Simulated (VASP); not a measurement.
# AlN (P6_3mc) in VASP: further runs

Runs on AlN. Level: PBEsol. Tasks: single point, relaxation of cell and atoms.

Program: VASP 6.6.1. These are calculated values, not measurements. Logs are shortened: lines on timing, memory, paths and dates and some standing lists are left out, and cuts for length are marked.

**1. The cell of the first run**

The structure is hexagonal, space group P6_3mc (No. 186). The conventional cell has a = 3.114 Å, b = 3.114 Å, c = 4.984 Å, α = 90.00°, β = 90.00°, γ = 120.00°. Within 2.5 Å of Al (site symmetry 3m) lie 4 N at 1.89 to 1.90 Å. N (site symmetry 3m) has 4 Al at 1.89 to 1.90 Å within 2.5 Å.

**2. Single point, PBEsol**

The input, INCAR:

```
SYSTEM = AlN
ALGO = Normal
EDIFF = 1E-6
ENCUT = 520
GGA = PS
ISIF = 2
ISMEAR = 0
LASPH = .TRUE.
LCHARG = .FALSE.
LREAL = .FALSE.
LWAVE = .FALSE.
NBANDS = 16
NELM = 80
PREC = Accurate
SIGMA = 0.02
```

The input, KPOINTS:

```
k-points
0
G
  9 9 6
  0 0 0
```

The input, POSCAR:

```
AlN
1.0
    3.1138266752      0.0000000000      0.0000000000
   -1.5569133376      2.6966530038      0.0000000000
    0.0000000000      0.0000000000      4.9836504539
Al N
2 2
Direct
    0.3333333333      0.6666666667     -0.0009921450
    0.6666666667      0.3333333333      0.4990078550
    0.3333333333      0.6666666667      0.3809921450
    0.6666666667      0.3333333333      0.8809921450
```

Potentials or basis: VASP PAW PBE potentials, release 64 (Al, N).

Started as:

```sh
cat potpaw_PBE.64/Al/POTCAR potpaw_PBE.64/N/POTCAR > POTCAR
mpirun -np 1 vasp_std > vasp.out
```

OUTCAR:

```text
SYSTEM = AlN
   EDIFF = 1E-6
   ENCUT = 520
   GGA = PS
   ISIF = 2
   ISMEAR = 0
   LASPH = .TRUE.
   LREAL = .FALSE.
   NELM = 80
   PREC = Accurate

 ion  position               nearest neighbor table
   1  0.333  0.667  0.999-   4 1.89   4 1.89   4 1.89   3 1.90   2 3.07   2 3.07   2 3.07   2 3.07
                             2 3.07   2 3.07
   2  0.667  0.333  0.499-   3 1.89   3 1.89   3 1.89   4 1.90   1 3.07   1 3.07   1 3.07   1 3.07
                             1 3.07   1 3.07
   3  0.333  0.667  0.381-   2 1.89   2 1.89   2 1.89   1 1.90
   4  0.667  0.333  0.881-   1 1.89   1 1.89   1 1.89   2 1.90

  LATTYP: Found a hexagonal cell.
 ALAT       =     3.1138266752
 C/A-ratio  =     1.6004906418

  Lattice vectors:

 A1 = (   3.1138266752,   0.0000000000,   0.0000000000)
 A2 = (  -1.5569133376,   2.6966530038,   0.0000000000)
 A3 = (   0.0000000000,   0.0000000000,   4.9836504539)

Analysis of symmetry for initial positions (statically):
=====================================================================
 Subroutine PRICEL returns:
 Original cell was already a primitive cell.

 Routine SETGRP: Setting up the symmetry group for a
 hexagonal supercell.

 Subroutine GETGRP returns: Found 12 space group operations
 (whereof  6 operations were pure point group operations)
 out of a pool of 24 trial point group operations.

The static configuration has the point symmetry C_3v.
 The point group associated with its full space group is C_6v.

Analysis of symmetry for dynamics (positions and initial velocities):
=====================================================================
 Subroutine PRICEL returns:
 Original cell was already a primitive cell.

 Routine SETGRP: Setting up the symmetry group for a
 hexagonal supercell.

 Subroutine GETGRP returns: Found 12 space group operations
 (whereof  6 operations were pure point group operations)
 out of a pool of 24 trial point group operations.

The dynamic configuration has the point symmetry C_3v.
 The point group associated with its full space group is C_6v.

 Subroutine INISYM returns: Found 12 space group operations
 (whereof  6 operations are pure point group operations),
 and found     1 'primitive' translations

----------------------------------------------------------------------------------------

                                     Primitive cell

  volume of cell :      41.8473

  direct lattice vectors                    reciprocal lattice vectors
     3.113826675  0.000000000  0.000000000     0.321148254  0.185415031  0.000000000
    -1.556913338  2.696653004  0.000000000     0.000000000  0.370830062  0.000000000
     0.000000000  0.000000000  4.983650454     0.000000000  0.000000000  0.200656127

  length of vectors
     3.113826675  3.113826675  4.983650454     0.370830062  0.370830062  0.200656127

  position of ions in fractional coordinates (direct lattice)
     0.333333333  0.666666667  0.999007855
     0.666666667  0.333333333  0.499007855
     0.333333333  0.666666667  0.380992145
     0.666666667  0.333333333  0.880992145

  ion indices of the primitive-cell ions
   primitive index   ion index
                 1           1
                 2           2
                 3           3
                 4           4

----------------------------------------------------------------------------------------

 KPOINTS: k-points

Automatic generation of k-mesh.
 Grid dimensions read from file:
 generate k-points for:    9    9    6

 Generating k-lattice:

  Cartesian coordinates                     Fractional coordinates (reciprocal lattice)
     0.035683139  0.020601670  0.000000000     0.111111111  0.000000000  0.000000000
     0.000000000  0.041203340  0.000000000     0.000000000  0.111111111  0.000000000
     0.000000000  0.000000000  0.033442688     0.000000000  0.000000000  0.166666667

  Length of vectors
     0.041203340  0.041203340  0.033442688

  Shift w.r.t. Gamma in fractional coordinates (k-lattice)
     0.000000000  0.000000000  0.000000000

 Subroutine IBZKPT returns following result:
 ===========================================

 Found     48 irreducible k-points:

 Following reciprocal coordinates:
            Coordinates               Weight
  0.000000  0.000000  0.000000      1.000000
  0.111111  0.000000  0.000000      6.000000
  0.222222  0.000000  0.000000      6.000000
  0.333333  0.000000  0.000000      6.000000
  0.444444  0.000000  0.000000      6.000000
  0.111111  0.111111  0.000000      6.000000
[... 16 lines left out ...]
  0.333333  0.222222  0.166667     24.000000
  0.333333  0.333333  0.166667      4.000000
 [... further k-points ...]
   k-points           NKPTS =     48   k-points in BZ     NKDIM =     48   number of bands    NBANDS=     16
   number of dos      NEDOS =    301   number of ions     NIONS =      4
   total plane-waves  NPLWV =  23040
   dimension x,y,z NGX =    24 NGY =   24 NGZ =   40
   dimension x,y,z NGXF=    48 NGYF=   48 NGZF=   80
   ions per type =               2   2
   NGX,Y,Z   is equivalent  to a cutoff of  12.81, 12.81, 13.34 a.u.
   NGXF,Y,Z  is equivalent  to a cutoff of  25.63, 25.63, 26.69 a.u.
 SYSTEM =  AlN
   PREC   = accura    normal or accurate (medium, high low for compatibility)
   ISTART =      0    job   : 0-new  1-cont  2-samecut
   ICHARG =      2    charge: 1-file 2-atom 10-const
   ISPIN  =      1    spin polarized calculation?
   LNONCOLLINEAR =      F non collinear calculations
   LSORBIT =      F    spin-orbit coupling
   LASPH  =      T    aspherical Exc in radial PAW
   ENCUT  =  520.0 eV  38.22 Ry    6.18 a.u.   5.79  5.79  9.27*2*pi/ulx,y,z
   NELM   =     80;   NELMIN=  2; NELMDL= -5     # of ELM steps
   EDIFF  = 0.1E-05   stopping-criterion for ELM
   LREAL  =      F    real-space projection
   EDIFFG = 0.1E-04   stopping-criterion for IOM
   NSW    =      0    number of steps for IOM
   IBRION =     -1    ionic relax: 0-MD 1-quasi-New 2-CG
   NFREE  =      0    steps in history (QN), initial steepest desc. (CG)
   ISIF   =      2    stress and relaxation
   ISYM   =      2    0-nonsym 1-usesym 2-fastsym
   POTIM  = 0.5000    time-step for ionic-motion
   TEBEG  =    0.0;   TEEND  =   0.0 temperature during run
   PSTRESS=    0.0 pullay stress
   NELECT =      16.0000    total number of electrons
   NUPDOWN=      -1.0000    fix difference up-down
   EMIN   =  10.00;   EMAX   =-10.00  energy-range for DOS
   EFERMI =   0.00;   METHOD = LEGACY
   ISMEAR =     0;   SIGMA  =   0.02  broadening in eV -4-tet -1-fermi 0-gaus
   EFERMI_NEDOS =   21; number of points for ismear=-14 and -15
   IALGO  =     38    algorithm
   IMIX   =      4    mixing-type and parameters
     AMIX     =   0.40;   BMIX     =  1.00
     AMIX_MAG =   1.60;   BMIX_MAG =  1.00
  volume/ion in A,a.u.               =      10.46        70.60
  Fermi-wavevector in a.u.,A,eV,Ry     =   1.188208  2.245388 19.209225  1.411838
  Thomas-Fermi vector in A             =   2.324343
   LORBIT       =      0    0 simple, 1 ext, 2 COOP (PROOUT), +10 PAW based schemes
   GGA     = PS    functional components
   LHFCALC =     F    Hartree Fock is set to
   AEXX    =    0.0000 exact exchange contribution
   IVDW    =     0    specifies the selected vdW correction
   LEPSILON=     F    determine dielectric tensor
   LRPA    =     F    only Hartree local field effects (RPA)
 non-spin polarized calculation
 Gauss-broadening in eV      SIGMA  =   0.02
  energy-cutoff  :      520.00
  volume of cell :       41.85
 maximum number of plane-waves:      1152
 NGX is ok and might be reduce to    24
   NGX = 11   NGY = 11   NGZ = 19

 number of electron      15.9999997 magnetization

 Free energy of the ion-electron system (eV)
  ---------------------------------------------------
  ext. energy  EPLUGINS =         0.00000000
  ---------------------------------------------------
  free energy    TOTEN  =       -31.31239819 eV

  energy without entropy =      -31.31239819  energy(sigma->0) =      -31.31239819

 E-fermi :   6.1585     XC(G=0): -11.0991

 val. band max:        6.0499216214   @ k =   0.0000   0.0000   0.0000
 cond. band min:      10.1609471000   @ k =   0.0000   0.0000   0.0000
 fundamental gap:      4.1110254786
 Fermi energy:         6.1585446801

 k-point     1 :       0.0000    0.0000    0.0000
  band No.  band energies     occupation
      1      -9.1111      2.00000
      2      -6.9317      2.00000
      3       0.0003      2.00000
      4       5.1719      2.00000
      5       5.1719      2.00000
      6       5.8260      2.00000
[... 8 lines left out ...]
     15      19.0696      0.00000
     16      19.0696      0.00000

 k-point     2 :       0.1111    0.0000    0.0000
  band No.  band energies     occupation
      1      -8.9532      2.00000
      2      -6.8428      2.00000
      3       0.1880      2.00000
      4       4.4602      2.00000
      5       4.9723      2.00000
      6       5.1417      2.00000
[... 8 lines left out ...]
     15      18.9096      0.00000
     16      19.0826      0.00000

 k-point     3 :       0.2222    0.0000    0.0000
  band No.  band energies     occupation
      1      -8.5042      2.00000
      2      -6.6201      2.00000
      3       0.7332      2.00000
      4       2.9474      2.00000
      5       3.8810      2.00000
      6       4.5629      2.00000
[... 8 lines left out ...]
     15      18.1017      0.00000
     16      18.8436      0.00000

 k-point     4 :       0.3333    0.0000    0.0000
  band No.  band energies     occupation
      1      -7.8556      2.00000
      2      -6.4048      2.00000
      3       1.5028      2.00000
      4       1.5745      2.00000
      5       2.6971      2.00000
      6       4.1827      2.00000
[... 8 lines left out ...]
     15      18.0281      0.00000
     16      20.3068      0.00000

 k-point     5 :       0.4444    0.0000    0.0000
  band No.  band energies     occupation
      1      -7.2386      2.00000
      2      -6.3859      2.00000
      3       0.6591      2.00000
      4       1.9500      2.00000
      5       2.4746      2.00000
      6       3.9643      2.00000
[... 8 lines left out ...]
     15      18.6001      0.00000
     16      21.1022      0.00000

 k-point     6 :       0.1111    0.1111    0.0000
  band No.  band energies     occupation
      1      -8.6491      2.00000
      2      -6.6863      2.00000
      3       0.5548      2.00000
      4       3.6248      2.00000
      5       3.8423      2.00000
      6       4.9053      2.00000
[... 8 lines left out ...]
     15      18.3834      0.00000
     16      19.0673      0.00000
[... 267 lines left out ...]
 k-point    21 :       0.4444    0.1111    0.1667
  band No.  band energies     occupation
      1      -6.9943      2.00000
      2      -6.4405      2.00000
      3       0.5333      2.00000
      4       1.5726      2.00000
      5       2.9847      2.00000
      6       3.7154      2.00000
[... 8 lines left out ...]
     15      18.6173      0.00000
     16      20.9207      0.00000

 k-point    22 :       0.2222    0.2222    0.1667
  band No.  band energies     occupation
      1      -7.4426      2.00000
      2      -6.4192      2.00000
      3       1.4128      2.00000
      4       1.6494      2.00000
      5       2.9322      2.00000
      6       3.3604      2.00000
[... 8 lines left out ...]
     15      18.1646      0.00000
     16      20.8732      0.00000

 k-point    23 :       0.3333    0.2222    0.1667
  band No.  band energies     occupation
      1      -6.9139      2.00000
      2      -6.4104      2.00000
      3       0.9985      2.00000
      4       1.6931      2.00000
      5       2.5083      2.00000
      6       3.5351      2.00000
[... 8 lines left out ...]
     15      18.6754      0.00000
     16      20.7304      0.00000

 k-point    24 :       0.3333    0.3333    0.1667
  band No.  band energies     occupation
      1      -6.5661      2.00000
      2      -6.5661      2.00000
      3       1.2825      2.00000
      4       1.8415      2.00000
      5       1.8415      2.00000
      6       3.3206      2.00000
[... 8 lines left out ...]
     15      18.9499      0.00000
     16      21.0083      0.00000

 [... further k-points ...]
[... 5 lines left out ...]
  --------------------------------------------------------------------------------------
  -------------------------------------------------------------------------------------
  Total       -0.0058703     -0.0058703     -0.0037207      0.0000000      0.0000000      0.0000000
  in kB       -0.2247520     -0.2247520     -0.1424529      0.0000000      0.0000000      0.0000000
  external PRESSURE =      -0.1973190 kB  Pullay stress =       0.0000000 kB

 VOLUME and BASIS-vectors are now :
 -----------------------------------------------------------------------------
  energy-cutoff  :      520.00
  volume of cell :       41.85
      direct lattice vectors                 reciprocal lattice vectors
     3.113826675  0.000000000  0.000000000     0.321148254  0.185415031  0.000000000
    -1.556913338  2.696653004  0.000000000     0.000000000  0.370830062  0.000000000
     0.000000000  0.000000000  4.983650454     0.000000000  0.000000000  0.200656127

 POSITION                                       TOTAL-FORCE (eV/Angst)
 -----------------------------------------------------------------------------------
     -0.00000      1.79777      4.97871        -0.000000      0.000000     -0.000279
      1.55691      0.89888      2.48688         0.000000      0.000000     -0.000279
     -0.00000      1.79777      1.89873         0.000000      0.000000      0.000279
      1.55691      0.89888      4.39056        -0.000000      0.000000      0.000279
 -----------------------------------------------------------------------------------
    total drift:                               -0.000000      0.000000      0.000490

  FREE ENERGIE OF THE ION-ELECTRON SYSTEM (eV)
  ---------------------------------------------------
  free  energy   TOTEN  =       -31.3123981921 eV

  energy  without entropy=      -31.3123981921  energy(sigma->0) =      -31.31239819
```

Wall time 17 s (1 thread of Intel Xeon Platinum 8375C at 2.90GHz (Ice Lake), shared host); peak memory 0.16 GiB.

What came out:

```yaml
Free_energy: -31.3124 eV
Pressure: 0.0 GPa
Band_gap_on_the_k_mesh: 4.11 eV, direct
```

Levels at points of the mesh, in eV from the valence-band top:
| k point | band 6 | band 7 | band 8 | band 9 | band 10 | band 11 |
| --- | --- | --- | --- | --- | --- | --- |
| (0.00, 0.00, 0.00) | -0.22 | -0.22 | 0.00 | 4.11 | 6.55 | 10.49 |
| (0.00, 0.00, 0.50) | -0.56 | -0.56 | -0.56 | 6.37 | 6.37 | 10.20 |

Caveat: the PAW data sets were made with another functional, which shifts forces and pressure a little.

**3. Relaxation of cell and atoms, PBEsol**

This run uses another cell than the first one, of 10.65 Å³/atom, 1.018 times its volume.

The input, INCAR:

```
PREC     = Accurate       # precision mode
ENCUT    = 600            # plane-wave cutoff, eV
EDIFF    = 1E-6           # SCF threshold, eV
ISMEAR   = 0              # smearing method
SIGMA    = 0.02           # smearing width, eV
LREAL    = False          # projectors in reciprocal space
LASPH    = True           # aspherical terms in the spheres
NELM     = 80             # most SCF steps
ALGO     = Normal         # electronic algorithm
ISIF     = 3              # what is computed and relaxed
LWAVE    = False          # write WAVECAR
LCHARG   = False          # write CHGCAR
GGA      = PS             # functional
IBRION   = 2              # ionic algorithm
NSW      = 70             # ionic steps
EDIFFG   = -0.005         # ionic threshold
```

The input, KPOINTS:

```
Automatic mesh
0
Gamma
  9 9 6
```

The input, POSCAR:

```
AlN
1.0
    3.1302455677      0.0000000000      0.0000000000
   -1.5651227838      2.7108721817      0.0000000000
    0.0000000000      0.0000000000      5.0179604231
Al N
2 2
Direct
    0.3333333333      0.6666666667     -0.0007713538
    0.6666666667      0.3333333333      0.4992286462
    0.3333333333      0.6666666667      0.3807713538
    0.6666666667      0.3333333333      0.8807713538
```

Potentials or basis: VASP PAW PBE potentials, release 64 (Al, N).

Started as:

```sh
cat potpaw_PBE.64/Al/POTCAR potpaw_PBE.64/N/POTCAR > POTCAR
mpirun -np 1 vasp_std > vasp.out
```

Wall time 86 s (1 thread of Intel Xeon Platinum 8375C at 2.90GHz (Ice Lake), shared host); peak memory 0.19 GiB.

Results (log left out):

```
Free energy                            : -31.3168 eV
Relaxed volume                         : 10.45 Å³/atom
Relaxed cell                           : a = 3.113 Å, b = 3.113 Å, c = 4.982 Å, α = 90.00°, β = 90.00°, γ = 120.00°
Space group after relaxing (to 0.05 Å) : P6_3mc (No. 186)
Energy gained by relaxing              : 2.2 meV/atom
Ionic steps                            : 8
Pressure after relaxing                : 0.0 GPa
Band gap on the k mesh                 : 4.12 eV, direct
```

The path:
| step | energy change (eV) | largest force (eV/Å) | pressure (GPa) | volume (Å³) |
| --- | --- | --- | --- | --- |
| 1 | 0.0000 | 0.0024 | -3.60 | 42.58 |
| 2 | -0.0012 | 0.0165 | 3.48 | 41.12 |
| 3 | -0.0086 | 0.0094 | -0.02 | 41.82 |
| 4 | -0.0086 | 0.0095 | 0.05 | 41.80 |
| 5 | -0.0087 | 0.0094 | 0.06 | 41.80 |
| 6 | -0.0087 | 0.0093 | 0.06 | 41.80 |
| 7 | -0.0087 | 0.0066 | -0.05 | 41.82 |
| 8 | -0.0087 | 0.0002 | -0.01 | 41.81 |

Final structure:
```cif
data_structure
_symmetry_space_group_name_H-M 'P 1'
_symmetry_Int_Tables_number 1
_cell_length_a 3.1130
_cell_length_b 3.1130
_cell_length_c 4.9821
_cell_angle_alpha 90.000
_cell_angle_beta 90.000
_cell_angle_gamma 120.000
_cell_volume 41.81
loop_
_atom_site_label
_atom_site_type_symbol
_atom_site_fract_x
_atom_site_fract_y
_atom_site_fract_z
_atom_site_occupancy
Al1 Al 0.33333 0.66667 0.99900 1
Al2 Al 0.66667 0.33333 0.49900 1
N1 N 0.33333 0.66667 0.38100 1
N2 N 0.66667 0.33333 0.88100 1
```

Levels at points of the mesh, in eV from the valence-band top:
| k point | band 4 | band 5 | band 6 | band 7 | band 8 | band 9 | band 10 | band 11 | band 12 |
| --- | --- | --- | --- | --- | --- | --- | --- | --- | --- |
| (0.00, 0.00, 0.00) | -0.88 | -0.88 | -0.22 | -0.22 | 0.00 | 4.12 | 6.55 | 10.50 | 11.02 |
| (0.00, 0.00, 0.50) | -3.36 | -0.56 | -0.56 | -0.56 | -0.56 | 6.37 | 6.37 | 10.20 | 10.20 |

Caveat: the PAW data sets were made with another functional, which shifts forces and pressure a little. A k mesh can miss the band edges.
